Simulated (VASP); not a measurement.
The system is Sr2Hf.

```
Sr Hf
1.0
     5.37897    0.00000    0.00000
    -2.68949    4.65833    0.00000
     0.00000    0.00000    3.41936
Sr Hf
2 1
Direct
  0.33333 0.66667 0.50000
  0.66667 0.33333 0.50000
  0.00000 0.00000 0.00000
```

| Property | Result |
| --- | --- |
| Program | VASP 6.6.1 |
| Task | relaxation of cell and atoms |
| Functional | PBE |
| Potentials or basis | VASP PAW PBE potentials, release 64 (Sr_sv, Hf_pv) |
| Cutoff | 600 eV |
| k mesh | 6 × 6 × 6 |
| Occupations | gaussian, width 0.1 eV |
| Spin | no spin polarisation |

At the start: pressure 8.8 GPa; volume 28.56 Å³/atom.

**Question.** Where does the relaxation end?

**Answer.** Over 8 steps the energy falls by 204.5 meV/atom and the volume is 35.31 Å³/atom (+23.6 %); space group P6/mmm (No. 191, to 0.05 Å).

The path:
```csv
step,energy change (eV),largest force (eV/Å),pressure (GPa),volume (Å³)
1,0.0000,0.0000,8.83,85.68
2,-0.5956,0.0000,-0.10,106.56
3,-0.5962,0.0000,-0.35,107.55
4,-0.5961,0.0000,-0.24,107.08
5,-0.6078,0.0000,-0.07,106.23
6,-0.6129,0.0000,0.16,105.30
7,-0.6129,0.0000,0.19,105.20
8,-0.6134,0.0000,0.00,105.92
```

Final structure:
```
CELL_PARAMETERS angstrom
5.98690 0.00000 0.00000
-2.99345 5.18480 0.00000
0.00000 0.00000 3.41230
ATOMIC_POSITIONS crystal
Sr 0.33333 0.66667 0.50000
Sr 0.66667 0.33333 0.50000
Hf 0.00000 0.00000 0.00000
```

Caveat: the volume moved by over 15 % at a fixed basis, so the end points are rough.
